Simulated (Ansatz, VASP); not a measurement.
**Mo3HS6: VASP beside Ansatz**

```
S Mo H
1.0
     3.12041    0.00000    0.00000
    -1.56020    6.15233    0.00000
     0.00000    0.00000   25.65978
S Mo H
6 3 1
Direct
  0.89272 0.78544 0.33126
  0.17159 0.34318 0.38244
  0.42488 0.84975 0.43544
  0.70474 0.40947 0.48620
  0.96287 0.92574 0.54113
  0.17302 0.34604 0.61720
  0.53216 0.06431 0.35685
  0.06343 0.12684 0.45604
  0.60286 0.20572 0.55886
  0.33968 0.17937 0.71712
```

Alike in both runs: task single point; functional PBEsol; k mesh 10 × 5 × 1; occupations gaussian, width 0.1 eV; no spin polarisation.

|  | VASP | Ansatz |
| --- | --- | --- |
| version | VASP 6.6.1 | Ansatz 0.2.0 |
| potentials or method | VASP PAW PBE potentials, release 64 (S, Mo_sv, H), cutoff 520 eV | scalar-relativistic, plane waves, PAW |
| valence electrons in the cell | 79 | 79 |

|  | VASP | Ansatz | Ansatz less VASP |
| --- | --- | --- | --- |
| gap on the k mesh at the Fermi level (eV) | none | none | - |
| rms of the force components (eV/Å) | 0.871 | 0.870 | -0.0008 |
| work function, face that differs most (eV) | 4.98 | 4.98 | +0.005 |

VASP's potentials were made for PBE, not for PBEsol. A gap of «none» marks a metal or a gap that the smearing closes. Ansatz's warnings: xc potential rough in thin density.
